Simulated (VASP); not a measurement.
Wanted: the native input for a VASP 6.6.1 run.

| Quantity | Value |
| --- | --- |
| Task | single point |
| Functional | PBE |
| Dispersion | D3(BJ) |
| Potentials or basis | VASP PAW PBE potentials, release 64 (Al, Ti_sv, H) |
| Cutoff | 520 eV |
| k mesh | 6 × 6 × 1 |
| Occupations | gaussian, width 0.1 eV |
| Spin | no spin polarisation |
| Dipole correction | yes |
| Further INCAR settings | ALGO = Normal; EDIFF = 1e-06; NBANDS = 32 |

The structure of Ti2Al6H lies in POSCAR:

```
Ti2Al6H
1.0
    5.0241861190      0.0000000000      0.0000000000
    2.1588814530      4.5367033218      0.0000000000
    0.0000000000      0.0000000000     21.2187109014
Al Ti H
6 2 1
Direct
    0.5000000000      0.0000000000      0.1885128658
    0.0000000000      0.5000000000      0.1885128658
    0.0000000000      0.0000000000      0.2517328341
    0.0000000000      0.5000000000      0.3193548961
    0.5000000000      0.0000000000      0.3193548961
    0.5000000000      0.5000000000      0.3826203646
    0.5000000000      0.5000000000      0.2517328341
    0.0000000000      0.0000000000      0.3797002555
    0.5000000000      0.5000000000      0.5004409057
```

One way to write it, as run:

INCAR

```
  PREC = Accurate
  ENCUT = 520
  EDIFF = 1E-6
  ISMEAR = 0
  SIGMA = 0.1
  LREAL = False
  LASPH = True
  NELM = 100
  ALGO = Normal
  ISIF = 2
  LWAVE = False
  LCHARG = False
  LDIPOL = True
  IDIPOL = 3
  DIPOL = 0.5 0.5 0.309
  GGA = PE
  IVDW = 12
  NBANDS = 32
```

KPOINTS

```
regular mesh
0
Gamma
  6 6 1
```

Potentials or basis: VASP PAW PBE potentials, release 64 (Al, Ti_sv, H).

The run is started by

```console
$ cat potpaw_PBE.64/Al/POTCAR potpaw_PBE.64/Ti_sv/POTCAR potpaw_PBE.64/H/POTCAR > POTCAR
$ mpirun -np 1 vasp_std > vasp.out
```

It gave:

The largest force is 1.796 eV/Å and the band gap on the k mesh is zero (an odd number of electrons rules out a gap without spin polarisation). The dispersion energy per atom is -0.227 eV.

Wall time 4.9 min on 1 thread of Intel(R) Xeon(R) 6975P-C (Granite Rapids), on a shared host, peak memory 0.61 GiB.
